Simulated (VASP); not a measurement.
Set up this calculation in VASP 6.6.1, as the native input.

```yaml
Task: single point
Functional: r2SCAN
Potentials_or_basis: VASP PAW PBE potentials, release 64 (Zn, O)
Cutoff: 520 eV
k_mesh: 12 × 12 × 6
Occupations: gaussian, width 0.05 eV
Spin: no spin polarisation
Dipole_correction: no
Further_INCAR_settings: ALGO = Normal; EDIFF = 1e-06; NBANDS = 26
```

ZnO:

```
Zn O
1.0
     3.49402    0.00000    0.00000
    -1.74701    3.02591    0.00000
     0.00000    0.00000    5.41987
Zn O
2 2
Cartesian
  0.0000 2.0173 0.0067
  1.7470 1.0086 2.7166
  0.0000 2.0173 2.0642
  1.7470 1.0086 4.7742
```

This cell differs from its parent crystal: strain +0.080 along x and y, +0.040 along z.

The input as run:

POSCAR

```
ZnO
1.0
    3.4940166523      0.0000000000      0.0000000000
   -1.7470083261      3.0259071821      0.0000000000
    0.0000000000      0.0000000000      5.4198726682
Zn O
2 2
Direct
    0.3333333333      0.6666666667      0.0012360734
    0.6666666667      0.3333333333      0.5012360734
    0.3333333333      0.6666666667      0.3808639266
    0.6666666667      0.3333333333      0.8808639266
```

INCAR.step1

```
SYSTEM = ZnO
  PREC = Accurate
  ENCUT = 520
  ISMEAR = 0
  SIGMA = 0.05
  LREAL = .FALSE.
  LASPH = .TRUE.
  NELM = 80
  NBANDS = 26
  GGA = PE
  ALGO = Normal
  EDIFF = 1E-4
  LWAVE = .TRUE.
  LCHARG = .FALSE.
```

INCAR.step2

```
SYSTEM = ZnO
  PREC = Accurate
  ENCUT = 520
  EDIFF = 1E-6
  ISMEAR = 0
  SIGMA = 0.05
  LREAL = .FALSE.
  LASPH = .TRUE.
  NELM = 80
  ALGO = Normal
  ISIF = 2
  LWAVE = .FALSE.
  LCHARG = .TRUE.
  METAGGA = R2SCAN
  LMIXTAU = .TRUE.
  LELF = .TRUE.
  LVHAR = .TRUE.
  NBANDS = 26
  ISTART = 1
```

KPOINTS

```
regular mesh
0
G
  12 12 6
  0 0 0
```

Potentials or basis: VASP PAW PBE potentials, release 64 (Zn, O).

Command:

```sh
$ cat potpaw_PBE.64/Zn/POTCAR potpaw_PBE.64/O/POTCAR > POTCAR
$ cp INCAR.step1 INCAR
$ mpirun -np 1 vasp_std > vasp.out
$ cp INCAR.step2 INCAR
$ mpirun -np 1 vasp_std > vasp.out
```

It gave:

| Quantity | Value |
| --- | --- |
| Pressure | -18.4 GPa |
| Largest force | 0.059 eV/Å |
| Band gap on the k mesh | 0.93 eV |

Caveat: the cell differs from its parent crystal (strain +0.080 along x and y, +0.040 along z); the cell stands under tension; the PAW data sets were made with another functional, which shifts forces and pressure a little.

Run time: 4.3 min on 1 thread of AMD EPYC 9R45 96-Core Processor (Zen 5), with other jobs on the host, peak memory 0.21 GiB.
